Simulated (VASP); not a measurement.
Runs of VASP 6.6.1 on CaO. The structure is that of space group P6_3/mmc (No. 194), or close to it. The cells are those of the table. 

```tsv
cell	gap on the mesh (eV)	pressure (GPa)	largest force (eV/Å)
a = 4.062, b = 3.958, c = 4.785 Å, angles 90.0, 90.0, 120.9°, 4 atoms	(b)	-1.8	(a)
a = 3.932, b = 4.022, c = 4.785 Å, angles 90.0, 90.0, 119.3°, 4 atoms	3.03	-1.8	0.17
a = 3.952, b = 4.012, c = 4.785 Å, angles 90.0, 90.0, 119.5°, 4 atoms	3.03	-1.9	0.11
a = 4.032, b = 3.972, c = 4.785 Å, angles 90.0, 90.0, 120.5°, 4 atoms	3.03	-1.9	0.12
a = 4.012, b = 3.982, c = 4.785 Å, angles 90.0, 90.0, 120.2°, 4 atoms	3.03	-1.9	0.06
```

Alike in all rows: task single point; level PBEsol; potentials or basis VASP PAW PBE potentials, release 64 (Ca_sv, O); no spin polarisation; k mesh 9 × 9 × 6; cutoff (eV) 520; smearing gaussian 0.05 eV.

Question: Fill in the values left out.

Answer: (a) 0.22; (b) 3.04.

Caveats: the PAW data sets were made with another functional, which shifts forces and pressure a little.

A k mesh can miss the band edges.
